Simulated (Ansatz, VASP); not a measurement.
Bi in VASP and in Ansatz

```
Bi
1.0
     0.00000    2.51730    2.51730
     2.51730    0.00000    2.51730
     2.51730    2.51730    0.00000
Bi
1
Direct
  0.00000 0.00000 0.00000
```

Alike in both runs: functional PBE; k mesh 8 × 8 × 8; occupations gaussian, width 0.1 eV; no spin polarisation.

Ansatz relaxed the structure, and its values are those at the end. VASP's run is a single point on that final structure, the one shown.

|  | VASP | Ansatz |
| --- | --- | --- |
| version | VASP 6.6.1 | Ansatz 0.2.0 |
| potentials or method | VASP PAW PBE potentials, release 64 (Bi_d), cutoff 500 eV | scalar-relativistic, plane waves, PAW |
| valence electrons in the cell | 15 | 15 |

```csv
,VASP,Ansatz,Ansatz less VASP
gap on the k mesh at the Fermi level (eV),none,none,-
pressure (GPa),-0.1,0.0,+0.05
```

A gap of «none» marks a metal or a gap that the smearing closes.

Neither program's run includes spin-orbit coupling.
